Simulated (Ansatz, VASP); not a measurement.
Two plane-wave programs on Hg

The input INCAR:

```
SYSTEM = Hg
PREC = Accurate ; ENCUT = 520
EDIFF = 1E-7 ; ISMEAR = 0
SIGMA = 0.1 ; LREAL = .FALSE.
LASPH = .TRUE. ; NELM = 100
ALGO = Normal ; ISIF = 2
LWAVE = .FALSE. ; LCHARG = .FALSE.
GGA = PE ; NBANDS = 19
```

File KPOINTS:

```
regular mesh
0
G
  6 6 4
  0 0 0
```

The input POSCAR:

```
Hg
1.0
    3.4440108928     -0.0342330899     -0.0048412048
   -1.7516521719      3.0024362371     -0.0225860903
   -0.0076741207     -0.0457720957      5.5536516946
Hg
2
Direct
    0.6666666667      0.3333333333      0.7500000000
    0.3333333333      0.6666666667      0.2500000000
```

Input for Ansatz:

```yaml
crystal:
  lattice:
    - [3.4440108928, -0.0342330899, -0.0048412048]
    - [-1.7516521719, 3.0024362371, -0.0225860903]
    - [-0.0076741207, -0.0457720957, 5.5536516946]
  atoms:
    - { symbol: Hg, position: [0.6666666667, 0.3333333333, 0.75] }
    - { symbol: Hg, position: [0.3333333333, 0.6666666667, 0.25] }
basis:
  ecutwfc: 420
  ecutrho_ratio: 8
kpoints:
  mp_grid: { grid: [6, 6, 4] }
hamiltonian:
  xc: pbe
scf:
  occupations: { method: gaussian, width: 0.1 }
output:
  forces: true
  stress: true
  eigenvalues: true
```

Alike in both runs: task single point; functional PBE; k mesh 6 × 6 × 4; occupations gaussian, width 0.1 eV; no spin polarisation.

```csv
,VASP,Ansatz
version,VASP 6.6.1,Ansatz 0.2.0
potentials or method,"VASP PAW PBE potentials, release 64 (Hg), cutoff 520 eV","scalar-relativistic, plane waves, PAW"
valence electrons in the cell,24,40
```

Ansatz gave:

```
gap on the k mesh at the Fermi level (eV)                     : none
pressure (GPa)                                                : 1.1
traceless stress, the component that is largest in VASP (GPa) : 0.25
rms of the force components (eV/Å)                            : 0.008
```

Problem. Which values does VASP return?

Solution. gap on the k mesh at the Fermi level (eV): none; pressure (GPa): 1.2; traceless stress, the component that is largest in VASP (GPa): 0.26; rms of the force components (eV/Å): 0.008.

Atom by atom the forces differ by 0.000 eV/Å (rms over components). A gap of «none» marks a metal or a gap that the smearing closes. VASP's potentials hold 24 valence electrons a cell and Ansatz's 40, so a difference there can come from the potentials and not from the codes.

Spin-orbit coupling is off throughout.
